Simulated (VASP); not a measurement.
# C11O in VASP: notebook

C11O is run at these levels: PBE+D3(BJ); tasks: single point.

Everything below comes from runs of VASP 6.6.1. Logs are shortened: lines on timing, memory, paths and dates and some standing lists are left out, and cuts for length are marked.

### 1 The cell of the first run

The cell holds a slab with vacuum, 12 atoms: a = 3.647 Å, b = 4.269 Å, c = 23.181 Å, α = 90.00°, β = 90.00°, γ = 112.97°.

### 2 Single point, PBE+D3(BJ)

Contents of INCAR:

```
SYSTEM = C11O
  ALGO = Normal
  DIPOL = 0.5 0.5 0.322
  EDIFF = 1E-6
  ENCUT = 520
  GGA = PE
  IDIPOL = 3
  ISIF = 2
  ISMEAR = 0
  IVDW = 12
  LASPH = .True.
  LCHARG = .False.
  LDIPOL = .True.
  LREAL = .False.
  LWAVE = .False.
  NBANDS = 37
  NELM = 60
  PREC = Accurate
  SIGMA = 0.05
```

Contents of KPOINTS:

```
k-points
0
Gamma
  8 7 1
  0 0 0
```

Contents of POSCAR:

```
C11O
1.0
    3.6473242347      0.0000000000      0.0000000000
   -1.6658829406      3.9310150970      0.0000000000
    0.0000000000      0.0000000000     23.1809581692
C O
11 1
Direct
    0.5001799340      0.3333933113      0.1725554212
    0.4998200660      0.6666066887      0.1725554212
    0.5001799340      0.8333933113      0.2257231425
    0.4998200660      0.1666066887      0.2257231425
    0.5000212331      0.3353169669      0.2788716798
    0.4999787669      0.6646830331      0.2788716798
    0.5001286273      0.8366480408      0.3322552327
    0.4998713727      0.1633519592      0.3322552327
    0.4997623703      0.3544335274      0.3809574266
    0.5002376297      0.6455664726      0.3809574266
    0.4997623703      0.8544335274      0.5686114471
    0.4997623703      0.8544335274      0.5190017635
```

Potentials or basis: VASP PAW PBE potentials, release 64 (C, O).

On the command line:

```console
cat potpaw_PBE.64/C/POTCAR potpaw_PBE.64/O/POTCAR > POTCAR
mpirun -np 1 vasp_std > vasp.out
```

OUTCAR:

```text
SYSTEM = C11O
   EDIFF = 1E-6
   ENCUT = 520
   GGA = PE
   ISIF = 2
   ISMEAR = 0
   IVDW = 12
   LASPH = .True.
   LREAL = .False.
   NELM = 60
   PREC = Accurate
 IVDW          = 12

 ion  position               nearest neighbor table
   1  0.500  0.333  0.173-   4 1.42   2 1.42
   2  0.500  0.667  0.173-   3 1.42   1 1.42
   3  0.500  0.833  0.226-   2 1.42   4 1.42   6 1.43
   4  0.500  0.167  0.226-   1 1.42   3 1.42   5 1.43
   5  0.500  0.335  0.279-   6 1.41   4 1.43   8 1.44
   6  0.500  0.665  0.279-   5 1.41   3 1.43   7 1.44
   7  0.500  0.837  0.332-  10 1.39   8 1.40   6 1.44
   8  0.500  0.163  0.332-   9 1.39   7 1.40   5 1.44
   9  0.500  0.354  0.381-  10 1.24   8 1.39
  10  0.500  0.646  0.381-   9 1.24   7 1.39
  11  0.500  0.854  0.569-  12 1.15
  12  0.500  0.854  0.519-  11 1.15

  LATTYP: Found a simple monoclinic cell.
 ALAT       =     3.6473242347
 B/A-ratio  =     6.3556066523
 C/A-ratio  =     1.1705653965
 COS(beta)  =    -0.3901884655

  Lattice vectors:

 A1 = (   3.6473242347,   0.0000000000,   0.0000000000)
 A2 = (   0.0000000000,   0.0000000000, -23.1809581692)
 A3 = (  -1.6658829406,   3.9310150970,   0.0000000000)

Analysis of symmetry for initial positions (statically):
=====================================================================
 Subroutine PRICEL returns:
 Original cell was already a primitive cell.

 Routine SETGRP: Setting up the symmetry group for a
 simple monoclinic supercell.

 Subroutine GETGRP returns: Found  1 space group operations
 (whereof  1 operations were pure point group operations)
 out of a pool of  4 trial point group operations.

The static configuration has the point symmetry C_1 .

Analysis of symmetry for dynamics (positions and initial velocities):
=====================================================================
 Subroutine PRICEL returns:
 Original cell was already a primitive cell.

 Routine SETGRP: Setting up the symmetry group for a
 simple monoclinic supercell.

 Subroutine GETGRP returns: Found  1 space group operations
 (whereof  1 operations were pure point group operations)
 out of a pool of  4 trial point group operations.

The dynamic configuration has the point symmetry C_1 .

 Subroutine INISYM returns: Found  1 space group operations
 (whereof  1 operations are pure point group operations),
 and found     1 'primitive' translations

----------------------------------------------------------------------------------------

                                     Primitive cell

  volume of cell :     332.3613

  direct lattice vectors                    reciprocal lattice vectors
     3.647324235  0.000000000  0.000000000     0.274173596  0.116189102  0.000000000
    -1.665882941  3.931015097  0.000000000     0.000000000  0.254387219  0.000000000
     0.000000000  0.000000000 23.180958169     0.000000000  0.000000000  0.043138855

  length of vectors
     3.647324235  4.269431539 23.180958169     0.297776876  0.254387219  0.043138855

  position of ions in fractional coordinates (direct lattice)
     0.500179934  0.333393311  0.172555421
     0.499820066  0.666606689  0.172555421
     0.500179934  0.833393311  0.225723143
     0.499820066  0.166606689  0.225723143
     0.500021233  0.335316967  0.278871680
     0.499978767  0.664683033  0.278871680
     0.500128627  0.836648041  0.332255233
     0.499871373  0.163351959  0.332255233
     0.499762370  0.354433527  0.380957427
     0.500237630  0.645566473  0.380957427
     0.499762370  0.854433527  0.568611447
     0.499762370  0.854433527  0.519001764

  ion indices of the primitive-cell ions
   primitive index   ion index
                 1           1
                 2           2
                 3           3
                 4           4
                 5           5
                 6           6
                 7           7
                 8           8
                 9           9
                10          10
                11          11
                12          12

----------------------------------------------------------------------------------------

 KPOINTS: k-points

Automatic generation of k-mesh.
 Grid dimensions read from file:
 generate k-points for:    8    7    1

 Generating k-lattice:

  Cartesian coordinates                     Fractional coordinates (reciprocal lattice)
     0.034271699  0.014523638  0.000000000     0.125000000 -0.000000000  0.000000000
     0.000000000  0.036341031  0.000000000     0.000000000  0.142857143  0.000000000
     0.000000000  0.000000000  0.043138855     0.000000000  0.000000000  1.000000000

  Length of vectors
     0.037222110  0.036341031  0.043138855

  Shift w.r.t. Gamma in fractional coordinates (k-lattice)
     0.000000000  0.000000000  0.000000000

 Subroutine IBZKPT returns following result:
 ===========================================

 Found     29 irreducible k-points:

 Following reciprocal coordinates:
            Coordinates               Weight
  0.000000  0.000000  0.000000      1.000000
  0.125000  0.000000  0.000000      2.000000
  0.250000  0.000000  0.000000      2.000000
  0.375000  0.000000  0.000000      2.000000
  0.500000  0.000000  0.000000      1.000000
  0.000000  0.142857  0.000000      2.000000
[... 16 lines left out ...]
  0.125000  0.428571  0.000000      2.000000
  0.250000  0.428571  0.000000      2.000000
 [... further k-points ...]
   k-points           NKPTS =     29   k-points in BZ     NKDIM =     29   number of bands    NBANDS=     37
   number of dos      NEDOS =    301   number of ions     NIONS =     12
   total plane-waves  NPLWV = 161280
   dimension x,y,z NGX =    28 NGY =   32 NGZ =  180
   dimension x,y,z NGXF=    56 NGYF=   64 NGZF=  360
   ions per type =              11   1
   NGX,Y,Z   is equivalent  to a cutoff of  12.76, 12.46, 12.91 a.u.
   NGXF,Y,Z  is equivalent  to a cutoff of  25.52, 24.92, 25.82 a.u.
 SYSTEM =  C11O
   PREC   = accura    normal or accurate (medium, high low for compatibility)
   ISTART =      0    job   : 0-new  1-cont  2-samecut
   ICHARG =      2    charge: 1-file 2-atom 10-const
   ISPIN  =      1    spin polarized calculation?
   LNONCOLLINEAR =      F non collinear calculations
   LSORBIT =      F    spin-orbit coupling
   LASPH  =      T    aspherical Exc in radial PAW
   ENCUT  =  520.0 eV  38.22 Ry    6.18 a.u.   6.78  7.94 43.10*2*pi/ulx,y,z
   NELM   =     60;   NELMIN=  2; NELMDL= -5     # of ELM steps
   EDIFF  = 0.1E-05   stopping-criterion for ELM
   LREAL  =      F    real-space projection
   EDIFFG = 0.1E-04   stopping-criterion for IOM
   NSW    =      0    number of steps for IOM
   IBRION =     -1    ionic relax: 0-MD 1-quasi-New 2-CG
   NFREE  =      0    steps in history (QN), initial steepest desc. (CG)
   ISIF   =      2    stress and relaxation
   ISYM   =      2    0-nonsym 1-usesym 2-fastsym
   POTIM  = 0.5000    time-step for ionic-motion
   TEBEG  =    0.0;   TEEND  =   0.0 temperature during run
   PSTRESS=    0.0 pullay stress
   NELECT =      50.0000    total number of electrons
   NUPDOWN=      -1.0000    fix difference up-down
   EMIN   =  10.00;   EMAX   =-10.00  energy-range for DOS
   EFERMI =   0.00;   METHOD = LEGACY
   ISMEAR =     0;   SIGMA  =   0.05  broadening in eV -4-tet -1-fermi 0-gaus
   EFERMI_NEDOS =   21; number of points for ismear=-14 and -15
   IALGO  =     38    algorithm
   IMIX   =      4    mixing-type and parameters
     AMIX     =   0.40;   BMIX     =  1.00
     AMIX_MAG =   1.60;   BMIX_MAG =  1.00
  volume/ion in A,a.u.               =      27.70       186.91
  Fermi-wavevector in a.u.,A,eV,Ry     =   0.870686  1.645357 10.314486  0.758093
  Thomas-Fermi vector in A             =   1.989686
   LORBIT       =      0    0 simple, 1 ext, 2 COOP (PROOUT), +10 PAW based schemes
   GGA     = PE    functional components
   LHFCALC =     F    Hartree Fock is set to
   AEXX    =    0.0000 exact exchange contribution
   IVDW    =    12    specifies the selected vdW correction
   LEPSILON=     F    determine dielectric tensor
   LRPA    =     F    only Hartree local field effects (RPA)
 non-spin polarized calculation
 Gauss-broadening in eV      SIGMA  =   0.05
  energy-cutoff  :      520.00
  volume of cell :      332.36
 maximum number of plane-waves:      8992
   NGX = 13   NGY = 15   NGZ = 87

 dipolmoment           0.000000      0.000000      0.011959 electrons x Angstroem

 number of electron      50.0000002 magnetization

 dipolmoment           0.000000      0.000000     -0.057731 electrons x Angstroem

 Free energy of the ion-electron system (eV)
  ---------------------------------------------------
  ext. energy  EPLUGINS =         0.00000000
  ---------------------------------------------------
  free energy    TOTEN  =       -97.29472167 eV

  energy without entropy =      -97.29160405  energy(sigma->0) =      -97.29316286

 E-fermi :  -2.8352     XC(G=0):  -4.4376

 val. band max:       -2.8358285410   @ k =  -0.1250   0.4286   0.0000
 cond. band min:      -2.7717095044   @ k =  -0.2500   0.4286   0.0000
 fundamental gap:      0.0641190366
 Fermi energy:        -2.8352371192

 k-point     1 :       0.0000    0.0000    0.0000
  band No.  band energies     occupation
      1     -26.7772      2.00000
      2     -21.5553      2.00000
      3     -19.7079      2.00000
      4     -16.9987      2.00000
      5     -16.1362      2.00000
      6     -15.5337      2.00000
[... 29 lines left out ...]
     36       3.3197      0.00000
     37       4.2355      0.00000
[... 918 lines left out ...]
     36       5.2680      0.00000
     37       5.4360      0.00000

 [... further k-points ...]

------------------------ aborting loop because EDIFF is reached ----------------------------------------

 vacuum level on the upper side and lower side of the slab       (xc-potential included)        -0.363         0.350

 Edisp (eV)   -1.27388

 E8    (eV) :    -0.3727

  FORCE on cell =-STRESS in cart. coord.  units (eV):
  Direction    XX          YY          ZZ          XY          YZ          ZX
  --------------------------------------------------------------------------------------
  -------------------------------------------------------------------------------------
  Total       0.05578    -1.49551    -3.49698     0.58969     0.03304    -0.01395
  in kB       0.26891    -7.20922   -16.85752     2.84265     0.15929    -0.06727
  external pressure =       -7.93 kB  Pullay stress =        0.00 kB

 VOLUME and BASIS-vectors are now :
 -----------------------------------------------------------------------------
  energy-cutoff  :      520.00
  volume of cell :      332.36
      direct lattice vectors                 reciprocal lattice vectors
     3.647324235  0.000000000  0.000000000     0.274173596  0.116189102  0.000000000
    -1.665882941  3.931015097  0.000000000     0.000000000  0.254387219  0.000000000
     0.000000000  0.000000000 23.180958169     0.000000000  0.000000000  0.043138855

 POSITION                                       TOTAL-FORCE (eV/Angst)
 -----------------------------------------------------------------------------------
      1.26892      1.31057      4.00000        -2.626405      6.143411      1.135487
      0.71252      2.62044      4.00000         2.626413     -6.143356      1.135628
      0.43598      3.27608      5.23248        -0.161453      0.384095     -1.175274
      1.54546      0.65493      5.23248         0.160591     -0.381796     -1.175459
      1.26514      1.31814      6.46451         0.008845     -0.010999     -0.000117
      0.71630      2.61288      6.46451        -0.005784      0.004006      0.002223
      0.43037      3.28888      7.70199        -0.013273      0.029369      0.023110
      1.55107      0.64214      7.70199         0.005577     -0.011602      0.003652
      1.23235      1.39328      8.83096         0.026110     -0.061776      0.057206
      0.74909      2.53773      8.83096        -0.014070      0.033954     -0.007942
      0.39941      3.35879     13.18096         0.001025     -0.002546     -0.724117
      0.39941      3.35879     12.03096        -0.007576      0.017241      0.725605
 -----------------------------------------------------------------------------------
    total drift:                               -0.000295     -0.000200      0.001479

  FREE ENERGIE OF THE ION-ELECTRON SYSTEM (eV)
  ---------------------------------------------------
  free  energy   TOTEN  =       -98.5686026979 eV

  energy  without entropy=      -98.5654850780  energy(sigma->0) =      -98.56704389

 vacuum level on the upper side and lower side of the slab         2.966         3.695
```

Wall time 7.5 min (1 thread of Intel Xeon Platinum 8488C (Sapphire Rapids), shared host); peak memory 0.53 GiB.

Results:

```
Free energy                : -98.5686 eV
Largest force              : 6.777 eV/Å
Band gap on the k mesh     : zero (bands 25 and 26 overlap by 0.73 eV)
Dispersion energy per atom : -0.106 eV
```

Forces in eV/Å, atoms in the order of the input:
```
C   -2.626  6.143  1.135
C    2.626 -6.143  1.136
C   -0.161  0.384 -1.175
C    0.161 -0.382 -1.175
C    0.009 -0.011  0.000
C   -0.006  0.004  0.002
C   -0.013  0.029  0.023
C    0.006 -0.012  0.004
C    0.026 -0.062  0.057
C   -0.014  0.034 -0.008
C    0.001 -0.003 -0.724
O   -0.008  0.017  0.726
```

### 3 Single point, PBE+D3(BJ)

Contents of INCAR:

```
SYSTEM = C11O
PREC = Accurate ; ENCUT = 520
EDIFF = 1E-6 ; ISMEAR = 0
SIGMA = 0.05 ; LREAL = .FALSE.
LASPH = .TRUE. ; NELM = 80
ALGO = Normal ; ISIF = 2
LWAVE = .FALSE. ; LCHARG = .FALSE.
LDIPOL = .TRUE. ; IDIPOL = 3
DIPOL = 0.5 0.5 0.322 ; GGA = PE
IVDW = 12 ; NBANDS = 37
```

Contents of KPOINTS:

```
Automatic mesh
0
G
  8 7 1
  0 0 0
```

POSCAR: that of step 2 with these lines changed.

```diff
@@ -18,3 +18,3 @@
     0.5002376297      0.6455664726      0.3809574266
-    0.4997623703      0.8544335274      0.5686114471
-    0.4997623703      0.8544335274      0.5190017635
+    0.9997623703      0.3544335274      0.5686114471
+    0.9997623703      0.3544335274      0.5190017635
```

Potentials or basis: VASP PAW PBE potentials, release 64 (C, O).

On the command line:

```console
cat potpaw_PBE.64/C/POTCAR potpaw_PBE.64/O/POTCAR > POTCAR
mpirun -np 1 vasp_std > vasp.out
```

Run time: 7.1 min. Hardware: 1 thread of Intel Xeon Platinum 8488C (Sapphire Rapids), shared host; peak memory 0.54 GiB.

Results (log left out):

- Free energy: -98.5720 eV
- Largest force: 6.777 eV/Å
- Band gap on the k mesh: zero (bands 25 and 26 overlap by 0.74 eV)
- Dispersion energy per atom: -0.106 eV

Forces in eV/Å, atoms in the order of the input:
```
C   -2.626  6.144  1.136
C    2.626 -6.143  1.136
C   -0.160  0.382 -1.176
C    0.160 -0.382 -1.176
C    0.006 -0.005  0.000
C   -0.007  0.007  0.000
C   -0.006  0.011  0.010
C    0.010 -0.015  0.016
C    0.029 -0.068  0.026
C   -0.024  0.076  0.041
C    0.001  0.001 -0.726
O   -0.008 -0.007  0.712
```

Levels at points of the mesh, in eV from the Fermi level:
```csv
k point,band 23,band 24,band 25,band 26,band 27,band 28
"(0.00, 0.00, 0.00)",-1.38,-1.33,0.63,0.69,1.27,1.75
"(0.50, 0.00, 0.00)",-1.07,-0.75,0.09,1.13,1.30,1.94
```

### 4 Single point, PBE+D3(BJ)

Contents of INCAR:

```
PREC     = Accurate       # precision mode
ENCUT    = 520            # plane-wave cutoff, eV
EDIFF    = 1E-7           # SCF threshold, eV
ISMEAR   = 0              # smearing method
SIGMA    = 0.05           # smearing width, eV
LREAL    = F              # projectors in reciprocal space
LASPH    = T              # aspherical terms in the spheres
NELM     = 60             # most SCF steps
ALGO     = Normal         # electronic algorithm
ISIF     = 2              # what is computed and relaxed
LWAVE    = F              # write WAVECAR
LCHARG   = F              # write CHGCAR
LDIPOL   = T            
IDIPOL   = 3            
DIPOL    = 0.5 0.5 0.322
GGA      = PE             # functional
IVDW     = 12             # dispersion correction
NBANDS   = 37             # bands
```

Contents of KPOINTS:

```
regular mesh
0
Gamma
  8 7 1
```

POSCAR: that of step 3 with these lines changed.

```diff
@@ -18,3 +18,3 @@
     0.5002376297      0.6455664726      0.3809574266
-    0.9997623703      0.3544335274      0.5686114471
-    0.9997623703      0.3544335274      0.5190017635
+    0.9997623703      0.8544335274      0.5686114471
+    0.9997623703      0.8544335274      0.5190017635
```

On the command line:

```console
cat potpaw_PBE.64/C/POTCAR potpaw_PBE.64/O/POTCAR > POTCAR
mpirun -np 1 vasp_std > vasp.out
```

It took 7.6 min on 1 thread of Intel Xeon Platinum 8488C (Sapphire Rapids), shared host; peak memory 0.53 GiB.

It converged, with:

```yaml
Free_energy: -98.5753 eV
Largest_force: 6.776 eV/Å
Band_gap_on_the_k_mesh: zero (bands 25 and 26 overlap by 0.74 eV)
Dispersion_energy_per_atom: -0.106 eV
```

Forces on the atoms (eV/Å):
```
C   -2.626  6.142  1.136
C    2.626 -6.142  1.136
C   -0.161  0.382 -1.175
C    0.161 -0.381 -1.175
C    0.007 -0.008  0.001
C   -0.006  0.006  0.002
C   -0.008  0.020  0.017
C    0.004 -0.016  0.011
C    0.029 -0.067  0.044
C   -0.032  0.059  0.029
C   -0.001 -0.001 -0.728
O    0.006  0.007  0.703
```

Levels at points of the mesh, in eV from the Fermi level:
```csv
k point,band 22,band 23,band 24,band 25,band 26,band 27,band 28,band 29
"(0.00, 0.00, 0.00)",-1.46,-1.38,-1.33,0.62,0.68,1.27,1.75,2.25
"(0.50, 0.00, 0.00)",-1.75,-1.07,-0.75,0.08,1.12,1.29,1.93,2.09
```

### 5 The runs side by side

| cell | gap on the mesh (eV) | largest force (eV/Å) |
| --- | --- | --- |
| as given, atomic positions A | none | 6.78 |
| as given, atomic positions B | none | 6.78 |
| as given, atomic positions C | none | 6.78 |

Alike in all rows: task single point; level PBE+D3(BJ); potentials or basis VASP PAW PBE potentials, release 64 (C, O); no spin polarisation; k mesh 8 × 7 × 1; cutoff (eV) 520; smearing gaussian 0.05 eV.

Absolute energies hang on the potentials; compare differences alone.

The gap in the log of VASP goes by the Fermi energy; the results here count the filled bands.